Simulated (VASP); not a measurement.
A run of VASP 6.6.1 is set up as follows.

INCAR

```
SYSTEM = Be
  PREC = Accurate
  ENCUT = 520
  EDIFF = 1E-6
  ISMEAR = 1
  SIGMA = 1.0
  LREAL = .False.
  LASPH = .True.
  NELM = 60
  ALGO = Normal
  ISIF = 2
  LWAVE = .False.
  LCHARG = .True.
  GGA = PE
  LELF = .True.
  LVHAR = .True.
  NBANDS = 9
```

KPOINTS

```
regular mesh
0
Gamma
  16 16 9
  0 0 0
```

The input POSCAR:

```
Be
1.0
    2.2656737714      0.0000000000      0.0000000000
   -1.1328368857      1.9621310427      0.0000000000
    0.0000000000      0.0000000000      3.5587036811
Be
2
Direct
    0.3333333333      0.6666666667      0.2500000000
    0.6666666667      0.3333333333      0.7500000000
```

Potentials or basis: VASP PAW PBE potentials, release 64 (Be).

The run is started by

```bash
$ cat potpaw_PBE.64/Be/POTCAR > POTCAR
$ mpirun -np 1 vasp_std > vasp.out
```

(1) Estimate the pressure.

(2) Predict the band gap on the k mesh.

## Answers

(1) -0.2 GPa.

(2) zero (bands 2 and 3 overlap by 1.60 eV).

Caveat: so wide a smearing shifts energies and pressures.
